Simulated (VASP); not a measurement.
# Rh in VASP: further runs

Runs on Rh. Level: RPBE. Tasks: single point.

Program: VASP 6.6.1. These are calculated values, not measurements. Logs are shortened: lines on timing, memory, paths and dates and some standing lists are left out, and cuts for length are marked.

## 1. The cell of the first run

The typed cell holds 2 atoms: a = 4.480 Å, b = 4.480 Å, c = 2.835 Å, α = 90.00°, β = 90.00°, γ = 143.44°.

## 2. Single point, RPBE (volume scaled by 1.12)

File INCAR:

```
SYSTEM = Rh
PREC = Accurate ; ENCUT = 520
EDIFF = 1E-6 ; ISMEAR = -1
SIGMA = 0.1 ; LREAL = .False.
LASPH = .True. ; NELM = 60
ALGO = Normal ; ISIF = 2
LWAVE = .False. ; LCHARG = .True.
GGA = RP ; LELF = .True.
LVHAR = .True. ; NBANDS = 22
```

File KPOINTS:

```
regular mesh
0
Gamma
  14 14 13
  0 0 0
```

File POSCAR:

```
Rh
1.0
   -2.7971929413      3.2185168283      1.3730173056
    3.2185168283     -2.7971929413      1.3730173056
    1.9588529342      1.9588529342     -0.6013618350
Rh
2
Direct
    0.0102247971      0.9897752029      0.0000000000
    0.7397752029      0.2602247971      0.5000000000
```

Potentials or basis: VASP PAW PBE potentials, release 64 (Rh_pv).

Launch:

```sh
> cat potpaw_PBE.64/Rh_pv/POTCAR > POTCAR
> mpirun -np 1 vasp_std > vasp.out
```

OUTCAR:

```text
SYSTEM = Rh
   PREC = Accurate
   ENCUT = 520
   EDIFF = 1E-6
   ISMEAR = -1
   LREAL = .False.
   LASPH = .True.
   NELM = 60
   ISIF = 2
   GGA = RP

 ion  position               nearest neighbor table
   1  0.010  0.990  0.000-   2 2.70   2 2.70   2 2.79   2 2.79   2 2.79   2 2.79
   2  0.740  0.260  0.500-   1 2.70   1 2.70   1 2.79   1 2.79   1 2.79   1 2.79

  LATTYP: Found a base centered monoclinic cell.
 ALAT       =     2.8099348251
 B/A-ratio  =     3.0276497047
 C/A-ratio  =     1.0088336214
 COS(beta)  =    -0.0000925679

  Lattice vectors:

 A1 = (  -2.7971929413,   3.2185168283,   1.3730173056)
 A2 = (   3.2185168283,  -2.7971929413,   1.3730173056)
 A3 = (   1.9588529342,   1.9588529342,  -0.6013618350)

Analysis of symmetry for initial positions (statically):
=====================================================================
 Subroutine PRICEL returns:
 Original cell was already a primitive cell.

 Routine SETGRP: Setting up the symmetry group for a
 base centered monoclinic supercell.

 Subroutine GETGRP returns: Found  4 space group operations
 (whereof  2 operations were pure point group operations)
 out of a pool of  4 trial point group operations.

The static configuration has the point symmetry C_2 .
 The point group associated with its full space group is C_2h.

Analysis of symmetry for dynamics (positions and initial velocities):
=====================================================================
 Subroutine PRICEL returns:
 Original cell was already a primitive cell.

 Routine SETGRP: Setting up the symmetry group for a
 base centered monoclinic supercell.

 Subroutine GETGRP returns: Found  4 space group operations
 (whereof  2 operations were pure point group operations)
 out of a pool of  4 trial point group operations.

The dynamic configuration has the point symmetry C_2 .
 The point group associated with its full space group is C_2h.

 Subroutine INISYM returns: Found  4 space group operations
 (whereof  2 operations are pure point group operations),
 and found     1 'primitive' translations

----------------------------------------------------------------------------------------

                                     Primitive cell

  volume of cell :      33.8832

  direct lattice vectors                    reciprocal lattice vectors
    -2.797192941  3.218516828  1.373017306    -0.029731993  0.136499431  0.347780150
     3.218516828 -2.797192941  1.373017306     0.136499431 -0.029731993  0.347780150
     1.958852934  1.958852934 -0.601361835     0.243769277  0.243769277 -0.074803004

  length of vectors
     4.479767343  4.479767343  2.834756725     0.374789432  0.374789432  0.352763959

  position of ions in fractional coordinates (direct lattice)
     0.010224797  0.989775203  0.000000000
     0.739775203  0.260224797  0.500000000

  ion indices of the primitive-cell ions
   primitive index   ion index
                 1           1
                 2           2

----------------------------------------------------------------------------------------

 KPOINTS: regular mesh

Automatic generation of k-mesh.
 Grid dimensions read from file:
 generate k-points for:   14   14   13

 Generating k-lattice:

  Cartesian coordinates                     Fractional coordinates (reciprocal lattice)
    -0.002123714  0.009749959  0.024841439     0.071428571  0.000000000 -0.000000000
     0.009749959 -0.002123714  0.024841439     0.000000000  0.071428571 -0.000000000
     0.018751483  0.018751483 -0.005754077     0.000000000  0.000000000  0.076923077

  Length of vectors
     0.026770674  0.026770674  0.027135689

  Shift w.r.t. Gamma in fractional coordinates (k-lattice)
     0.000000000  0.000000000  0.000000000

 Subroutine IBZKPT returns following result:
 ===========================================

 Found    687 irreducible k-points:

 Following reciprocal coordinates:
            Coordinates               Weight
  0.000000  0.000000  0.000000      1.000000
  0.071429  0.000000  0.000000      4.000000
  0.142857  0.000000  0.000000      4.000000
  0.214286 -0.000000  0.000000      4.000000
  0.285714  0.000000 -0.000000      4.000000
  0.357143 -0.000000  0.000000      4.000000
[... 16 lines left out ...]
  0.214286  0.142857  0.000000      4.000000
  0.285714  0.142857  0.000000      4.000000
 [... further k-points ...]
   k-points           NKPTS =    687   k-points in BZ     NKDIM =    687   number of bands    NBANDS=     22
   number of dos      NEDOS =    301   number of ions     NIONS =      2
   total plane-waves  NPLWV =  31104
   dimension x,y,z NGX =    36 NGY =   36 NGZ =   24
   dimension x,y,z NGXF=    72 NGYF=   72 NGZF=   48
   ions per type =               2
   NGX,Y,Z   is equivalent  to a cutoff of  13.36, 13.36, 14.07 a.u.
   NGXF,Y,Z  is equivalent  to a cutoff of  26.72, 26.72, 28.15 a.u.
 SYSTEM =  Rh
   PREC   = accura    normal or accurate (medium, high low for compatibility)
   ISTART =      0    job   : 0-new  1-cont  2-samecut
   ICHARG =      2    charge: 1-file 2-atom 10-const
   ISPIN  =      1    spin polarized calculation?
   LNONCOLLINEAR =      F non collinear calculations
   LSORBIT =      F    spin-orbit coupling
   LASPH  =      T    aspherical Exc in radial PAW
   ENCUT  =  520.0 eV  38.22 Ry    6.18 a.u.   8.33  8.33  5.27*2*pi/ulx,y,z
   NELM   =     60;   NELMIN=  2; NELMDL= -5     # of ELM steps
   EDIFF  = 0.1E-05   stopping-criterion for ELM
   LREAL  =      F    real-space projection
   EDIFFG = 0.1E-04   stopping-criterion for IOM
   NSW    =      0    number of steps for IOM
   IBRION =     -1    ionic relax: 0-MD 1-quasi-New 2-CG
   NFREE  =      0    steps in history (QN), initial steepest desc. (CG)
   ISIF   =      2    stress and relaxation
   ISYM   =      2    0-nonsym 1-usesym 2-fastsym
   POTIM  = 0.5000    time-step for ionic-motion
   TEBEG  =    0.0;   TEEND  =   0.0 temperature during run
   PSTRESS=    0.0 pullay stress
   NELECT =      30.0000    total number of electrons
   NUPDOWN=      -1.0000    fix difference up-down
   EMIN   =  10.00;   EMAX   =-10.00  energy-range for DOS
   EFERMI =   0.00;   METHOD = LEGACY
   ISMEAR =    -1;   SIGMA  =   0.10  broadening in eV -4-tet -1-fermi 0-gaus
   EFERMI_NEDOS =   21; number of points for ismear=-14 and -15
   IALGO  =     38    algorithm
   IMIX   =      4    mixing-type and parameters
     AMIX     =   0.40;   BMIX     =  1.00
     AMIX_MAG =   1.60;   BMIX_MAG =  1.00
  volume/ion in A,a.u.               =      16.94       114.33
  Fermi-wavevector in a.u.,A,eV,Ry     =   1.572005  2.970659 33.622717  2.471200
  Thomas-Fermi vector in A             =   2.673504
   LORBIT       =      0    0 simple, 1 ext, 2 COOP (PROOUT), +10 PAW based schemes
   GGA     = RP    functional components
   LHFCALC =     F    Hartree Fock is set to
   AEXX    =    0.0000 exact exchange contribution
   IVDW    =     0    specifies the selected vdW correction
   LEPSILON=     F    determine dielectric tensor
   LRPA    =     F    only Hartree local field effects (RPA)
 non-spin polarized calculation
  energy-cutoff  :      520.00
  volume of cell :       33.88
 maximum number of plane-waves:       929
 NGX is ok and might be reduce to    36
   NGX = 17   NGY = 17   NGZ = 11

 number of electron      30.0000001 magnetization

 Free energy of the ion-electron system (eV)
  ---------------------------------------------------
  ext. energy  EPLUGINS =         0.00000000
  ---------------------------------------------------
  free energy    TOTEN  =       -12.65285560 eV

  energy without entropy =      -12.53582308  energy(sigma->0) =      -12.59433934

 E-fermi :   8.6026     XC(G=0): -12.5506

 val. band max:        8.6024985774   @ k =  -0.3571   0.4286   0.4615
 cond. band min:       8.6026531806   @ k =  -0.4286   0.3571   0.4615
 fundamental gap:      0.0001546032
 Fermi energy:         8.6026187202

 k-point     1 :       0.0000    0.0000    0.0000
  band No.  band energies     occupation
      1     -37.9537      2.00000
      2     -37.5857      2.00000
      3     -37.4981      2.00000
      4     -37.4775      2.00000
      5     -37.4358      2.00000
      6     -37.4168      2.00000
[... 14 lines left out ...]
     21      25.4057      0.00000
     22      25.6186      0.00000

 k-point     2 :       0.0714    0.0000    0.0000
  band No.  band energies     occupation
      1     -37.9492      2.00000
      2     -37.5830      2.00000
      3     -37.5207      2.00000
      4     -37.4695      2.00000
      5     -37.4477      2.00000
      6     -37.4176      2.00000
[... 14 lines left out ...]
     21      24.0727      0.00000
     22      24.8060      0.00000

 k-point     3 :       0.1429    0.0000    0.0000
  band No.  band energies     occupation
      1     -37.9364      2.00000
      2     -37.5752      2.00000
      3     -37.5644      2.00000
      4     -37.4807      2.00000
      5     -37.4671      2.00000
      6     -37.4199      2.00000
[... 14 lines left out ...]
     21      22.3551      0.00000
     22      23.2231      0.00000

 k-point     4 :       0.2143   -0.0000    0.0000
  band No.  band energies     occupation
      1     -37.9181      2.00000
      2     -37.6188      2.00000
      3     -37.5633      2.00000
      4     -37.5263      2.00000
      5     -37.4738      2.00000
      6     -37.4239      2.00000
[... 14 lines left out ...]
     21      21.7626      0.00000
     22      23.4311      0.00000

 k-point     5 :       0.2857    0.0000   -0.0000
  band No.  band energies     occupation
      1     -37.8983      2.00000
      2     -37.6760      2.00000
      3     -37.5731      2.00000
      4     -37.5489      2.00000
      5     -37.4870      2.00000
      6     -37.4295      2.00000
[... 417 lines left out ...]
 k-point    22 :       0.1429    0.1429    0.0000
  band No.  band energies     occupation
      1     -37.9150      2.00000
      2     -37.6625      2.00000
      3     -37.5854      2.00000
      4     -37.5553      2.00000
      5     -37.4708      2.00000
      6     -37.4230      2.00000
[... 14 lines left out ...]
     21      19.4556      0.00000
     22      24.4312      0.00000

 k-point    23 :       0.2143    0.1429    0.0000
  band No.  band energies     occupation
      1     -37.9014      2.00000
      2     -37.7077      2.00000
      3     -37.6282      2.00000
      4     -37.5418      2.00000
      5     -37.4836      2.00000
      6     -37.4286      2.00000
[... 14 lines left out ...]
     21      19.1193      0.00000
     22      25.6500      0.00000

 k-point    24 :       0.2857    0.1429    0.0000
  band No.  band energies     occupation
      1     -37.8891      2.00000
      2     -37.7410      2.00000
      3     -37.6506      2.00000
      4     -37.5284      2.00000
      5     -37.5004      2.00000
      6     -37.4365      2.00000
[... 14 lines left out ...]
     21      20.2121      0.00000
     22      25.2042      0.00000

 [... further k-points ...]
[... 5 lines left out ...]
  --------------------------------------------------------------------------------------
  -------------------------------------------------------------------------------------
  Total       -3.9646822     -3.9646822     -3.3835873      0.0285886      0.0894620      0.0894619
  in kB     -187.4714099   -187.4714099   -159.9941299      1.3518225      4.2302430      4.2302394
  external PRESSURE =    -178.3123165 kB  Pullay stress =       0.0000000 kB

 VOLUME and BASIS-vectors are now :
 -----------------------------------------------------------------------------
  energy-cutoff  :      520.00
  volume of cell :       33.88
      direct lattice vectors                 reciprocal lattice vectors
    -2.797192941  3.218516828  1.373017306    -0.029731993  0.136499431  0.347780150
     3.218516828 -2.797192941  1.373017306     0.136499431 -0.029731993  0.347780150
     1.958852934  1.958852934 -0.601361835     0.243769277  0.243769277 -0.074803004

 POSITION                                       TOTAL-FORCE (eV/Angst)
 -----------------------------------------------------------------------------------
      3.15701     -2.73568      1.37302        -0.102094      0.102094     -0.000000
     -0.25233      2.63251      1.07234         0.102094     -0.102094      0.000000
 -----------------------------------------------------------------------------------
    total drift:                               -0.000000      0.000000     -0.000000

  FREE ENERGIE OF THE ION-ELECTRON SYSTEM (eV)
  ---------------------------------------------------
  free  energy   TOTEN  =       -12.6528556017 eV

  energy  without entropy=      -12.5358230777  energy(sigma->0) =      -12.59433934
```

Wall time 17 min (1 thread of Oxide Virtual Turin-like, shared host); peak memory 0.46 GiB.

What came out:

| Quantity | Value |
| --- | --- |
| Free energy | -12.6529 eV |
| Pressure | -17.8 GPa |
| Largest force | 0.144 eV/Å |
| Band gap on the k mesh | zero (band 15 reaches 9.43 eV, above the bottom of band 16 at 7.92 eV) |

Forces on the atoms (eV/Å):
```
Rh  -0.102  0.102  0.000
Rh   0.102 -0.102  0.000
```

Stress tensor (GPa, compression positive):
```
-18.75   0.14   0.42
  0.14 -18.75   0.42
  0.42   0.42 -16.00
```

Caveat: the cell differs from its parent crystal (volume scaled by 1.12); the PAW data sets were made with another functional, which shifts forces and pressure a little.

## 3. Single point, RPBE

This run uses another cell than the first one, of 15.13 Å³/atom, 0.893 times its volume.

File INCAR:

```
SYSTEM = Rh
ALGO = Normal
EDIFF = 1E-6
ENCUT = 520
GGA = RP
ISIF = 2
ISMEAR = -1
ISYM = 0
LASPH = .TRUE.
LCHARG = .FALSE.
LREAL = .FALSE.
LWAVE = .FALSE.
NBANDS = 22
NELM = 100
PREC = Accurate
SIGMA = 0.1
```

File KPOINTS:

```
k-points
0
G
  14 14 9
  0 0 0
```

File POSCAR:

```
Rh
1.0
   -2.6934965033      3.0992012366      1.3221173473
    3.0992012366     -2.6934965033      1.3221173473
    1.8862351076      1.8862351076     -0.5790683852
Rh
2
Direct
    0.0102247971      0.9897752029      0.0000000000
    0.7397752029      0.2602247971      0.5000000000
```

Potentials or basis: VASP PAW PBE potentials, release 64 (Rh_pv).

Launch:

```sh
> cat potpaw_PBE.64/Rh_pv/POTCAR > POTCAR
> mpirun -np 1 vasp_std > vasp.out
```

Wall time 12 min (1 thread of Oxide Virtual Turin-like, shared host); peak memory 0.49 GiB.

It converged, with:

* Free energy: -12.8708 eV
* Pressure: 0.1 GPa
* Band gap on the k mesh: zero (band 15 reaches 11.32 eV, above the bottom of band 16 at 9.55 eV)

Levels at points of the mesh, in eV from the Fermi level:
| k point | band 13 | band 14 | band 15 | band 16 | band 17 | band 18 |
| --- | --- | --- | --- | --- | --- | --- |
| (0.00, 0.00, 0.00) | -1.53 | -0.76 | -0.34 | 0.17 | 1.14 | 2.63 |
| (0.50, 0.00, 0.00) | -1.56 | -1.33 | -0.68 | 0.53 | 2.20 | 4.26 |
| (0.00, 0.50, 0.00) | -1.56 | -1.33 | -0.68 | 0.53 | 2.20 | 4.26 |
| (0.50, 0.50, 0.00) | -1.39 | -1.28 | -1.08 | -0.63 | 0.51 | 0.75 |

Caveat: the PAW data sets were made with another functional, which shifts forces and pressure a little.
